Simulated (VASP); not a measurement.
# NaF (Fm-3m) in VASP: a series of runs

The runs below take NaF through single point, with PBE, r2SCAN.

Everything below comes from runs of VASP 6.6.1. Logs are shortened: lines on timing, memory, paths and dates and some standing lists are left out, and cuts for length are marked.

## Step 1: The cell of the first run

The structure is cubic, space group Fm-3m (No. 225). Conventional cell: a = 4.594 Å, b = 4.594 Å, c = 4.594 Å, α = 90.00°, β = 90.00°, γ = 90.00°. Na (site symmetry m-3m) has 6 F at 2.30 Å within 3.0 Å. F (site symmetry m-3m) has 6 Na at 2.30 Å within 3.0 Å.

## Step 2: Single point, PBE

File INCAR:

```
SYSTEM = NaF
PREC = Accurate ; ENCUT = 520
EDIFF = 1E-7 ; ISMEAR = 0
SIGMA = 0.01 ; LREAL = .FALSE.
LASPH = .TRUE. ; NELM = 60
ALGO = Normal ; ISIF = 2
LWAVE = .FALSE. ; LCHARG = .FALSE.
GGA = PE ; NBANDS = 14
```

File KPOINTS:

```
Automatic mesh
0
G
  6 6 6
  0 0 0
```

File POSCAR:

```
NaF
1.0
    0.0000000000      2.2971680881      2.2971680881
    2.2971680881      0.0000000000      2.2971680881
    2.2971680881      2.2971680881      0.0000000000
Na F
1 1
Direct
    0.0000000000      0.0000000000      0.0000000000
    0.5000000000      0.5000000000      0.5000000000
```

Potentials or basis: VASP PAW PBE potentials, release 64 (Na_pv, F).

Started as:

```sh
> cat potpaw_PBE.64/Na_pv/POTCAR potpaw_PBE.64/F/POTCAR > POTCAR
> mpirun -np 1 vasp_std > vasp.out
```

OUTCAR:

```text
SYSTEM = NaF
   PREC = Accurate
   ENCUT = 520
   EDIFF = 1E-7
   ISMEAR = 0
   LREAL = .FALSE.
   LASPH = .TRUE.
   NELM = 60
   ISIF = 2
   GGA = PE

 ion  position               nearest neighbor table
   1  0.000  0.000  0.000-   2 2.30   2 2.30   2 2.30   2 2.30   2 2.30   2 2.30
   2  0.500  0.500  0.500-   1 2.30   1 2.30   1 2.30   1 2.30   1 2.30   1 2.30

  LATTYP: Found a face centered cubic cell.
 ALAT       =     4.5943361762

  Lattice vectors:

 A1 = (   0.0000000000,   2.2971680881,   2.2971680881)
 A2 = (   2.2971680881,   0.0000000000,   2.2971680881)
 A3 = (   2.2971680881,   2.2971680881,   0.0000000000)

Analysis of symmetry for initial positions (statically):
=====================================================================
 Subroutine PRICEL returns:
 Original cell was already a primitive cell.

 Routine SETGRP: Setting up the symmetry group for a
 face centered cubic supercell.

 Subroutine GETGRP returns: Found 48 space group operations
 (whereof 48 operations were pure point group operations)
 out of a pool of 48 trial point group operations.

The static configuration has the point symmetry O_h .

Analysis of symmetry for dynamics (positions and initial velocities):
=====================================================================
 Subroutine PRICEL returns:
 Original cell was already a primitive cell.

 Routine SETGRP: Setting up the symmetry group for a
 face centered cubic supercell.

 Subroutine GETGRP returns: Found 48 space group operations
 (whereof 48 operations were pure point group operations)
 out of a pool of 48 trial point group operations.

The dynamic configuration has the point symmetry O_h .

 Subroutine INISYM returns: Found 48 space group operations
 (whereof 48 operations are pure point group operations),
 and found     1 'primitive' translations

----------------------------------------------------------------------------------------

                                     Primitive cell

  volume of cell :      24.2442

  direct lattice vectors                    reciprocal lattice vectors
     0.000000000  2.297168088  2.297168088    -0.217659301  0.217659301  0.217659301
     2.297168088  0.000000000  2.297168088     0.217659301 -0.217659301  0.217659301
     2.297168088  2.297168088  0.000000000     0.217659301  0.217659301 -0.217659301

  length of vectors
     3.248686265  3.248686265  3.248686265     0.376996968  0.376996968  0.376996968

  position of ions in fractional coordinates (direct lattice)
     0.000000000  0.000000000  0.000000000
     0.500000000  0.500000000  0.500000000

  ion indices of the primitive-cell ions
   primitive index   ion index
                 1           1
                 2           2

[... 76 lines left out ...]
   EFERMI =   0.00;   METHOD = LEGACY
   ISMEAR =     0;   SIGMA  =   0.01  broadening in eV -4-tet -1-fermi 0-gaus
   EFERMI_NEDOS =   21; number of points for ismear=-14 and -15
   IALGO  =     38    algorithm
   IMIX   =      4    mixing-type and parameters
     AMIX     =   0.40;   BMIX     =  1.00
     AMIX_MAG =   1.60;   BMIX_MAG =  1.00
  volume/ion in A,a.u.               =      12.12        81.80
  Fermi-wavevector in a.u.,A,eV,Ry     =   1.363269  2.576204 25.286442  1.858501
  Thomas-Fermi vector in A             =   2.489686
   LORBIT       =      0    0 simple, 1 ext, 2 COOP (PROOUT), +10 PAW based schemes
   GGA     = PE    functional components
   LHFCALC =     F    Hartree Fock is set to
   AEXX    =    0.0000 exact exchange contribution
   IVDW    =     0    specifies the selected vdW correction
   LEPSILON=     F    determine dielectric tensor
   LRPA    =     F    only Hartree local field effects (RPA)
 non-spin polarized calculation
 Gauss-broadening in eV      SIGMA  =   0.01
  energy-cutoff  :      520.00
  volume of cell :       24.24
 maximum number of plane-waves:       660
   NGX = 13   NGY = 13   NGZ = 13

 number of electron      13.9999992 magnetization

 Free energy of the ion-electron system (eV)
  ---------------------------------------------------
  ext. energy  EPLUGINS =         0.00000000
  ---------------------------------------------------
  free energy    TOTEN  =        -8.54956431 eV

  energy without entropy =       -8.54956431  energy(sigma->0) =       -8.54956431

 E-fermi :  -1.8042     XC(G=0):  -9.2786

 val. band max:       -1.9693718807   @ k =   0.0000   0.0000   0.0000
 cond. band min:       4.4716882303   @ k =   0.0000   0.0000   0.0000
 fundamental gap:      6.4410601110
 Fermi energy:        -1.8042413519

 k-point     1 :       0.0000    0.0000    0.0000
  band No.  band energies     occupation
      1     -21.1872      2.00000
      2     -20.8401      2.00000
      3     -20.8401      2.00000
      4     -20.8401      2.00000
      5      -1.9694      2.00000
      6      -1.9694      2.00000
      7      -1.9694      2.00000
      8       4.4717      0.00000
      9      17.1920      0.00000
     10      17.1920      0.00000
     11      17.1920      0.00000
     12      20.1088      0.00000
     13      22.3141      0.00000
     14      22.3141      0.00000
[... 241 lines left out ...]
      1     -21.3180      2.00000
      2     -20.9691      2.00000
      3     -20.9215      2.00000
      4     -20.4691      2.00000
      5      -3.0827      2.00000
      6      -2.6376      2.00000
      7      -2.5199      2.00000
      8      11.4135      0.00000
      9      11.4287      0.00000
     10      12.8934      0.00000
     11      16.0647      0.00000
     12      19.8192      0.00000
     13      24.4141      0.00000
     14      24.4814      0.00000

------------------------ aborting loop because EDIFF is reached ----------------------------------------

  FORCE on cell =-STRESS in cart. coord.  units (eV):
  Direction    XX          YY          ZZ          XY          YZ          ZX
  --------------------------------------------------------------------------------------
  -------------------------------------------------------------------------------------
  Total        0.5315451      0.5315451      0.5315451      0.0000000     -0.0000000      0.0000000
  in kB       35.1271069     35.1271069     35.1271069      0.0000000     -0.0000000      0.0000000
  external PRESSURE =      35.1271069 kB  Pullay stress =       0.0000000 kB

 VOLUME and BASIS-vectors are now :
 -----------------------------------------------------------------------------
  energy-cutoff  :      520.00
  volume of cell :       24.24
      direct lattice vectors                 reciprocal lattice vectors
     0.000000000  2.297168088  2.297168088    -0.217659301  0.217659301  0.217659301
     2.297168088  0.000000000  2.297168088     0.217659301 -0.217659301  0.217659301
     2.297168088  2.297168088  0.000000000     0.217659301  0.217659301 -0.217659301

 POSITION                                       TOTAL-FORCE (eV/Angst)
 -----------------------------------------------------------------------------------
      0.00000      0.00000      0.00000        -0.000000      0.000000      0.000000
      2.29717      2.29717      2.29717         0.000000     -0.000000     -0.000000
 -----------------------------------------------------------------------------------
    total drift:                                0.000000     -0.000000      0.000000

  FREE ENERGIE OF THE ION-ELECTRON SYSTEM (eV)
  ---------------------------------------------------
  free  energy   TOTEN  =        -8.5495643051 eV

  energy  without entropy=       -8.5495643051  energy(sigma->0) =       -8.54956431
```

OSZICAR:

```text
N       E                     dE             d eps       ncg     rms          rms(c)
DAV:   1     0.106145386361E+03    0.10615E+03   -0.78858E+03   448   0.124E+03
DAV:   2    -0.433252138918E+01   -0.11048E+03   -0.10247E+03   490   0.330E+02
DAV:   3    -0.940421028394E+01   -0.50717E+01   -0.50622E+01   568   0.664E+01
DAV:   4    -0.944141528143E+01   -0.37205E-01   -0.37204E-01   502   0.625E+00
DAV:   5    -0.944179760568E+01   -0.38232E-03   -0.38232E-03   574   0.612E-01    0.543E+00
DAV:   6    -0.855687406827E+01    0.88492E+00   -0.30499E+00   554   0.150E+01    0.179E+00
DAV:   7    -0.854760167409E+01    0.92724E-02   -0.29847E-02   448   0.204E+00    0.105E+00
DAV:   8    -0.854905181884E+01   -0.14501E-02   -0.27675E-02   478   0.320E+00    0.149E-01
DAV:   9    -0.854968229768E+01   -0.63048E-03   -0.43097E-03   578   0.629E-01    0.122E-01
DAV:  10    -0.854956691608E+01    0.11538E-03   -0.80960E-04   484   0.346E-01    0.181E-02
DAV:  11    -0.854956427512E+01    0.26410E-05   -0.29070E-05   514   0.635E-02    0.214E-03
DAV:  12    -0.854956453507E+01   -0.25995E-06   -0.12226E-06   478   0.117E-02    0.206E-03
DAV:  13    -0.854956436641E+01    0.16866E-06   -0.30221E-07   502   0.467E-03    0.663E-04
DAV:  14    -0.854956430507E+01    0.61339E-07   -0.35653E-08   290   0.229E-03
   1 F= -.85495643E+01 E0= -.85495643E+01  d E =-.293396-122
```

It took 5.5 s on 1 thread of AMD EPYC 7R43 (Zen 3), shared host; peak memory 0.1 GiB.

What came out:

| Property | Result |
| --- | --- |
| Free energy | -8.5496 eV |
| Pressure | 3.5 GPa |
| Band gap on the k mesh | 6.44 eV, direct |

## Step 3: Single point, PBE

File INCAR:

```
SYSTEM = NaF
PREC = Accurate
ENCUT = 520
EDIFF = 1E-7
ISMEAR = 0
SIGMA = 0.01
LREAL = .FALSE.
LASPH = .TRUE.
NELM = 100
ALGO = Normal
ISIF = 2
LWAVE = .FALSE.
LCHARG = .FALSE.
GGA = PE
NBANDS = 14
```

File KPOINTS:

```
Automatic mesh
0
G
  8 8 8
  0 0 0
```

POSCAR is that of step 2.

Potentials or basis: VASP PAW PBE potentials, release 64 (Na_pv, F).

Started as:

```sh
> cat potpaw_PBE.64/Na_pv/POTCAR potpaw_PBE.64/F/POTCAR > POTCAR
> mpirun -np 1 vasp_std > vasp.out
```

Run time: 8.3 s. Hardware: 1 thread of AMD EPYC 7R43 (Zen 3), shared host; peak memory 0.1 GiB.

Results (log left out):

* Free energy: -8.5496 eV
* Pressure: 3.5 GPa
* Band gap on the k mesh: 6.44 eV, direct

Levels at points of the mesh, in eV from the valence-band top:
```csv
k point,band 3,band 4,band 5,band 6,band 7,band 8,band 9,band 10,band 11,band 12
"(0.00, 0.00, 0.00)",-18.87,-18.87,0.00,0.00,0.00,6.44,19.16,19.16,19.16,22.08
"(0.50, 0.00, 0.00)",-18.88,-18.11,-1.64,-0.27,-0.27,10.94,12.69,20.39,20.39,23.23
"(0.50, 0.50, 0.00)",-18.93,-18.93,-1.31,-0.42,-0.42,13.37,13.39,13.86,20.11,20.11
```

## Step 4: Single point, r2SCAN

POSCAR is that of step 3.

File INCAR.step1:

```
ALGO = Normal
EDIFF = 1E-4
ENCUT = 520
GGA = PE
ISMEAR = 0
LASPH = T
LCHARG = F
LREAL = F
LWAVE = T
NBANDS = 14
NELM = 80
PREC = Accurate
SIGMA = 0.01
```

File INCAR.step2:

```
ALGO = Normal
EDIFF = 1E-6
ENCUT = 520
ISIF = 2
ISMEAR = 0
ISTART = 1
LASPH = T
LCHARG = F
LMIXTAU = T
LREAL = F
LWAVE = F
METAGGA = R2SCAN
NBANDS = 14
NELM = 80
PREC = Accurate
SIGMA = 0.01
```

File KPOINTS:

```
k-points
0
Gamma
  8 8 8
```

Potentials or basis: VASP PAW PBE potentials, release 64 (Na_pv, F).

Started as:

```sh
> cat potpaw_PBE.64/Na_pv/POTCAR potpaw_PBE.64/F/POTCAR > POTCAR
> cp INCAR.step1 INCAR
> mpirun -np 1 vasp_std > vasp.out
> cp INCAR.step2 INCAR
> mpirun -np 1 vasp_std > vasp.out
```

OUTCAR:

```text
EDIFF = 1E-6
   ENCUT = 520
   ISIF = 2
   ISMEAR = 0
   ISTART = 1
   LASPH = T
   LREAL = F
   METAGGA = R2SCAN
   NELM = 80
   PREC = Accurate

 ion  position               nearest neighbor table
   1  0.000  0.000  0.000-   2 2.30   2 2.30   2 2.30   2 2.30   2 2.30   2 2.30
   2  0.500  0.500  0.500-   1 2.30   1 2.30   1 2.30   1 2.30   1 2.30   1 2.30

  LATTYP: Found a face centered cubic cell.
 ALAT       =     4.5943361762

  Lattice vectors:

 A1 = (   0.0000000000,   2.2971680881,   2.2971680881)
 A2 = (   2.2971680881,   0.0000000000,   2.2971680881)
 A3 = (   2.2971680881,   2.2971680881,   0.0000000000)

Analysis of symmetry for initial positions (statically):
=====================================================================
 Subroutine PRICEL returns:
 Original cell was already a primitive cell.

 Routine SETGRP: Setting up the symmetry group for a
 face centered cubic supercell.

 Subroutine GETGRP returns: Found 48 space group operations
 (whereof 48 operations were pure point group operations)
 out of a pool of 48 trial point group operations.

The static configuration has the point symmetry O_h .

Analysis of symmetry for dynamics (positions and initial velocities):
=====================================================================
 Subroutine PRICEL returns:
 Original cell was already a primitive cell.

 Routine SETGRP: Setting up the symmetry group for a
 face centered cubic supercell.

 Subroutine GETGRP returns: Found 48 space group operations
 (whereof 48 operations were pure point group operations)
 out of a pool of 48 trial point group operations.

The dynamic configuration has the point symmetry O_h .

 Subroutine INISYM returns: Found 48 space group operations
 (whereof 48 operations are pure point group operations),
 and found     1 'primitive' translations

----------------------------------------------------------------------------------------

                                     Primitive cell

  volume of cell :      24.2442

[... 113 lines left out ...]
   METAGGA = R2SCAN    functional components
   LHFCALC =     F    Hartree Fock is set to
   AEXX    =    0.0000 exact exchange contribution
   IVDW    =     0    specifies the selected vdW correction
   LEPSILON=     F    determine dielectric tensor
   LRPA    =     F    only Hartree local field effects (RPA)
 non-spin polarized calculation
 Gauss-broadening in eV      SIGMA  =   0.01
  energy-cutoff  :      520.00
  volume of cell :       24.24
 maximum number of plane-waves:       666
   NGX = 13   NGY = 13   NGZ = 13

 number of electron      13.9999992 magnetization

 Free energy of the ion-electron system (eV)
  ---------------------------------------------------
  ext. energy  EPLUGINS =         0.00000000
  ---------------------------------------------------
  free energy    TOTEN  =       -12.60301166 eV

  energy without entropy =      -12.60301166  energy(sigma->0) =      -12.60301166

 E-fermi :  -2.5059     XC(G=0):  -9.9097

 val. band max:       -2.6138074091   @ k =   0.0000   0.0000   0.0000
 cond. band min:       4.7083139100   @ k =   0.0000   0.0000   0.0000
 fundamental gap:      7.3221213192
 Fermi energy:        -2.5059001118

 k-point     1 :       0.0000    0.0000    0.0000
  band No.  band energies     occupation
      1     -22.9532      2.00000
      2     -22.0371      2.00000
      3     -22.0367      2.00000
      4     -22.0367      2.00000
      5      -2.6138      2.00000
      6      -2.6138      2.00000
      7      -2.6138      2.00000
      8       4.7083      0.00000
      9      17.3594      0.00000
     10      17.3594      0.00000
     11      17.3594      0.00000
     12      20.0709      0.00000
     13      22.7102      0.00000
     14      22.7102      0.00000
[... 377 lines left out ...]
      1     -23.1727      2.00000
      2     -22.0926      2.00000
      3     -22.0689      2.00000
      4     -21.6519      2.00000
      5      -3.9397      2.00000
      6      -3.2123      2.00000
      7      -2.9720      2.00000
      8      10.1981      0.00000
      9      11.2339      0.00000
     10      16.0609      0.00000
     11      17.8430      0.00000
     12      20.9361      0.00000
     13      21.9819      0.00000
     14      27.0223      0.00000

 [... further k-points ...]
[... 5 lines left out ...]
  --------------------------------------------------------------------------------------
  -------------------------------------------------------------------------------------
  Total       -0.1273781     -0.1273781     -0.1273781     -0.0000000      0.0000000     -0.0000000
  in kB       -8.4177682     -8.4177682     -8.4177682     -0.0000000      0.0000000     -0.0000000
  external PRESSURE =      -8.4177682 kB  Pullay stress =       0.0000000 kB

 VOLUME and BASIS-vectors are now :
 -----------------------------------------------------------------------------
  energy-cutoff  :      520.00
  volume of cell :       24.24
      direct lattice vectors                 reciprocal lattice vectors
     0.000000000  2.297168088  2.297168088    -0.217659301  0.217659301  0.217659301
     2.297168088  0.000000000  2.297168088     0.217659301 -0.217659301  0.217659301
     2.297168088  2.297168088  0.000000000     0.217659301  0.217659301 -0.217659301

 POSITION                                       TOTAL-FORCE (eV/Angst)
 -----------------------------------------------------------------------------------
      0.00000      0.00000      0.00000        -0.000000     -0.000000     -0.000000
      2.29717      2.29717      2.29717         0.000000      0.000000      0.000000
 -----------------------------------------------------------------------------------
    total drift:                                0.000000     -0.000000      0.000000

  FREE ENERGIE OF THE ION-ELECTRON SYSTEM (eV)
  ---------------------------------------------------
  free  energy   TOTEN  =       -12.6030116565 eV

  energy  without entropy=      -12.6030116565  energy(sigma->0) =      -12.60301166
```

OSZICAR.step1:

```text
N       E                     dE             d eps       ncg     rms          rms(c)
DAV:   1     0.113193337561E+03    0.11319E+03   -0.76020E+03   818   0.126E+03
DAV:   2    -0.394652687481E+01   -0.11714E+03   -0.10850E+03   902   0.361E+02
DAV:   3    -0.940009439534E+01   -0.54536E+01   -0.54428E+01  1010   0.702E+01
DAV:   4    -0.944140606039E+01   -0.41312E-01   -0.41309E-01   938   0.647E+00
DAV:   5    -0.944180423834E+01   -0.39818E-03   -0.39818E-03   968   0.644E-01    0.543E+00
DAV:   6    -0.855679439165E+01    0.88501E+00   -0.30258E+00   990   0.150E+01    0.179E+00
DAV:   7    -0.854759992952E+01    0.91945E-02   -0.30949E-02   836   0.207E+00    0.105E+00
DAV:   8    -0.854906172564E+01   -0.14618E-02   -0.27701E-02   878   0.321E+00    0.149E-01
DAV:   9    -0.854966579705E+01   -0.60407E-03   -0.41294E-03   998   0.616E-01    0.117E-01
DAV:  10    -0.854957716359E+01    0.88633E-04   -0.74756E-04   872   0.337E-01
   1 F= -.85495772E+01 E0= -.85495772E+01  d E =-.128883-123
```

It took 32 s on 1 thread of AMD EPYC 7R43 (Zen 3), shared host; peak memory 0.1 GiB.

Results:

```yaml
Free_energy: -12.6030 eV
Pressure: -0.8 GPa
Band_gap_on_the_k_mesh: 7.32 eV, direct
```

Caveat: the PAW data sets were made with another functional, which shifts forces and pressure a little. r2SCAN opens gaps a little over a GGA but as a rule still falls short of measured ones.

## Step 5: Overview

| level | k mesh | gap on the mesh (eV) | pressure (GPa) |
| --- | --- | --- | --- |
| PBE | 6 × 6 × 6 | 6.44 | 3.5 |
| PBE | 8 × 8 × 8 | 6.44 | 3.5 |
| r2SCAN | 8 × 8 × 8 | 7.32 | -0.8 |

Alike in all rows: task single point; potentials or basis VASP PAW PBE potentials, release 64 (Na_pv, F); no spin polarisation; cell as given; cutoff (eV) 520; smearing gaussian 0.01 eV.

On the cell as given the gap runs from 6.44 eV (PBE) to 7.32 eV (r2SCAN); the meshes differ, which moves gaps too. The pressure there spans -0.8 GPa (r2SCAN) to 3.5 GPa (PBE); a positive pressure means that this level wants a larger cell, a negative one a smaller.

Caveats: the PAW data sets were made with another functional, which shifts forces and pressure a little (some runs).

Absolute energies hang on the potentials; compare differences alone.
